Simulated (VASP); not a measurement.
Write the native input for VASP 6.6.1 that does the following.

```
Task                   : single point
Functional             : PBE
Potentials or basis    : VASP PAW PBE potentials, release 64 (Cs_sv)
Cutoff                 : 520 eV
k mesh                 : 9 × 9 × 9
Occupations            : fermi-dirac, width 0.05 eV
Spin                   : no spin polarisation
Dipole correction      : no
Further INCAR settings : ALGO = Normal; EDIFF = 1e-07; NBANDS = 10
```

The structure of Cs lies in POSCAR:

```
Cs
1.0
   -3.0225000000      3.0225000000      3.0225000000
    3.0225000000     -3.0225000000      3.0225000000
    3.0225000000      3.0225000000     -3.0225000000
Cs
1
Direct
    0.0000000000      0.0000000000      0.0000000000
```

These files were run (other wordings do the same):

INCAR

```
PREC = Accurate
ENCUT = 520
EDIFF = 1E-7
ISMEAR = -1
SIGMA = 0.05
LREAL = False
LASPH = True
NELM = 100
ALGO = Normal
ISIF = 2
LWAVE = False
LCHARG = False
GGA = PE
NBANDS = 10
```

KPOINTS

```
regular mesh
0
Gamma
  9 9 9
```

Potentials or basis: VASP PAW PBE potentials, release 64 (Cs_sv).

The run is started by

```console
$ cat potpaw_PBE.64/Cs_sv/POTCAR > POTCAR
$ mpirun -np 1 vasp_std > vasp.out
```

Results of the run:

```
Pressure : 0.1 GPa
```

It took 23 s on 1 thread of Intel(R) Xeon(R) Platinum 8259CL CPU @ 2.50GHz (Skylake/Cascade Lake), with other jobs on the host, peak memory 0.24 GiB.
